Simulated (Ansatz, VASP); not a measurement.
## One calculation of TiN, two programs

INCAR

```
SYSTEM = TiN
ALGO = Normal
EDIFF = 1E-6
ENCUT = 600
GGA = PS
GGA_COMPAT = .FALSE.
ISIF = 2
ISMEAR = -1
LASPH = .TRUE.
LCHARG = .TRUE.
LELF = .TRUE.
LREAL = .FALSE.
LVHAR = .TRUE.
LWAVE = .FALSE.
NBANDS = 16
NELM = 120
PREC = Accurate
SIGMA = 0.05
```

Contents of KPOINTS:

```
k-points
0
G
  13 13 13
  0 0 0
```

The input POSCAR:

```
TiN
1.0
    0.0000000000      2.1360533897      2.1360533897
    2.1360533897      0.0000000000      2.1360533897
    2.1360533897      2.1360533897      0.0000000000
Ti N
1 1
Direct
    0.0000000000      0.0000000000      0.0000000000
    0.5000000000      0.5000000000      0.5000000000
```

Input for Ansatz:

```yaml
crystal:
  lattice:
    - [0.0, 2.1360533897, 2.1360533897]
    - [2.1360533897, 0.0, 2.1360533897]
    - [2.1360533897, 2.1360533897, 0.0]
  atoms:
    - { symbol: Ti, position: [0.0, 0.0, 0.0] }
    - { symbol: "N", position: [0.5, 0.5, 0.5] }
kpoints:
  mp_grid: { grid: [13, 13, 13] }
  band_path:
    path:
      - [0.0, 0.0, 0.0]
      - [0.5, 0.0, 0.5]
      - [0.625, 0.25, 0.625]
      - [0.375, 0.375, 0.75]
      - [0.0, 0.0, 0.0]
      - [0.5, 0.5, 0.5]
      - [0.5, 0.25, 0.75]
      - [0.5, 0.0, 0.5]
    npoints: 5
scf:
  occupations: { method: fermi_dirac, width: 0.05 }
hamiltonian:
  xc: pbesol
  pseudopotentials: { kind: all_electron, lapw: { basis_error: 0.0005 } }
output:
  forces: true
  stress: true
  eigenvalues: true
```

Change from the starting cell: volume scaled by 1.02.

Alike in both runs: task single point; functional PBEsol; k mesh 13 × 13 × 13; occupations fermi-dirac, width 0.05 eV; no spin polarisation.

|  | VASP | Ansatz |
| --- | --- | --- |
| version | VASP 6.6.1 | Ansatz 0.2.0 |
| potentials or method | VASP PAW PBE potentials, release 64 (Ti_sv, N), cutoff 600 eV | all-electron LAPW, scalar-relativistic |

Ansatz gave:

```
pressure (GPa) : -13.1
```

Problem. Which values does VASP return?

Solution. Pressure (GPa): -12.8.

VASP's potentials were made for PBE, not for PBEsol. Ansatz ran all-electron here, and VASP with PAW potentials.
